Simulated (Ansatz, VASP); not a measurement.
**Sr6Te in VASP and in Ansatz**

The input INCAR:

```
SYSTEM = Sr6Te
  PREC = Accurate
  ENCUT = 600
  EDIFF = 1E-6
  ISMEAR = 0
  SIGMA = 0.1
  LREAL = .FALSE.
  LASPH = .TRUE.
  NELM = 100
  ALGO = Normal
  ISIF = 3
  LWAVE = .FALSE.
  LCHARG = .FALSE.
  GGA = PE
  IBRION = 2
  NSW = 90
  EDIFFG = -0.04
```

File KPOINTS:

```
regular mesh
0
G
  4 4 4
  0 0 0
```

The input POSCAR:

```
Sr6Te
1.0
    5.8563213200      0.0000000000      0.0000000000
    0.0000000000      5.8563213200      0.0000000000
    0.0000000000      0.0000000000      5.8563213200
Sr Te
6 1
Direct
    0.8001218400      0.5000000000      0.5000000000
    0.1998781600      0.5000000000      0.5000000000
    0.5000000000      0.5000000000      0.8001218400
    0.5000000000      0.5000000000      0.1998781600
    0.5000000000      0.1998781600      0.5000000000
    0.5000000000      0.8001218400      0.5000000000
    0.0000000000      0.0000000000      0.0000000000
```

Input for Ansatz:

```yaml
crystal:
  lattice:
    - [5.85632132, 0.0, 0.0]
    - [0.0, 5.85632132, 0.0]
    - [0.0, 0.0, 5.85632132]
  atoms:
    - { symbol: Sr, position: [0.80012184, 0.5, 0.5] }
    - { symbol: Sr, position: [0.19987816, 0.5, 0.5] }
    - { symbol: Sr, position: [0.5, 0.5, 0.80012184] }
    - { symbol: Sr, position: [0.5, 0.5, 0.19987816] }
    - { symbol: Sr, position: [0.5, 0.19987816, 0.5] }
    - { symbol: Sr, position: [0.5, 0.80012184, 0.5] }
    - { symbol: Te, position: [0.0, 0.0, 0.0] }
basis:
  ecutwfc: 420
kpoints:
  mp_grid: { grid: [4, 4, 4] }
hamiltonian:
  xc: pbe
scf:
  occupations: { method: gaussian, width: 0.1 }
  lower_state_search: "off"
output:
  forces: true
  stress: true
  eigenvalues: true
relax:
  adjacent_minimum: "off"
  f_tol: 0.04
  max_steps: 70
  cell: { stress_tol: 0.4 }
```

Change from the starting cell: species swapped into the LaB6 type (Pm-3m, No. 221).

Alike in both runs: task relaxation of cell and atoms; functional PBE; k mesh 4 × 4 × 4; occupations gaussian, width 0.1 eV; no spin polarisation.

|  | VASP | Ansatz |
| --- | --- | --- |
| version | VASP 6.6.1 | Ansatz 0.2.0 |
| potentials or method | VASP PAW PBE potentials, release 64 (Sr_sv, Te), cutoff 600 eV | scalar-relativistic, plane waves, PAW |
| valence electrons in the cell | 66 | 76 |

VASP gave:

- gap on the k mesh at the Fermi level, each at its own relaxed structure (eV): none
- relaxed volume (Å³/atom): 137.63
- relaxed cell length with the largest relative difference (Å): 9.876

Problem. Which values does Ansatz return?

Solution. gap on the k mesh at the Fermi level, each at its own relaxed structure (eV): none; relaxed volume (Å³/atom): 146.82; relaxed cell length with the largest relative difference (Å): 10.092.

A gap of «none» marks a metal or a gap that the smearing closes. One of these differences is far larger than is usual between the two programs; its cause wasn't traced. VASP's potentials hold 66 valence electrons a cell and Ansatz's 76, so a difference there can come from the potentials and not from the codes.

Spin-orbit coupling is off throughout. Noted on VASP's run: the volume moved by over 15 % at a fixed basis, so the end points are rough.
